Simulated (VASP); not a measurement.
Crystal: PtSe2 (Sudovikovite).

```
CELL_PARAMETERS angstrom
3.77301 0.00000 0.00000
-1.88650 3.26752 0.00000
0.00000 0.00000 5.12861
ATOMIC_POSITIONS crystal
Pt 0.00000 0.00000 0.00000
Se 0.66667 0.33333 0.75000
Se 0.33333 0.66667 0.25000
```

Base run:

| Item | Value |
| --- | --- |
| Program | VASP 6.6.1 |
| Functional | PBEsol |
| Potentials or basis | VASP PAW PBE potentials, release 64 (Pt, Se) |
| Cutoff | 520 eV |
| k mesh | 8 × 8 × 5 |
| Occupations | fermi-dirac, width 0.05 eV |
| Spin | no spin polarisation |

Its results: band gap on the k mesh zero (band 11 reaches 6.26 eV, above the bottom of band 12 at 5.94 eV); pressure -2.7 GPa; largest force 0.115 eV/Å.

After a change of settings the same cell gave: band gap on the k mesh zero (band 11 reaches 6.49 eV, above the bottom of band 12 at 6.24 eV); pressure 4.4 GPa; largest force 0.166 eV/Å. Which change was it?
A. dispersion from none to D4
B. functional from PBEsol to RPBE
C. functional from PBEsol to RPBE; dispersion from none to D3(BJ)
D. functional from PBEsol to BLYP; dispersion from none to D4

B.

RPBE binds less tightly than PBEsol, so the same cell stands under more pressure.

Caveats: the PAW data sets were made with another functional, which shifts forces and pressure a little; spin-orbit coupling is left out, which moves the levels of the heavy elements.
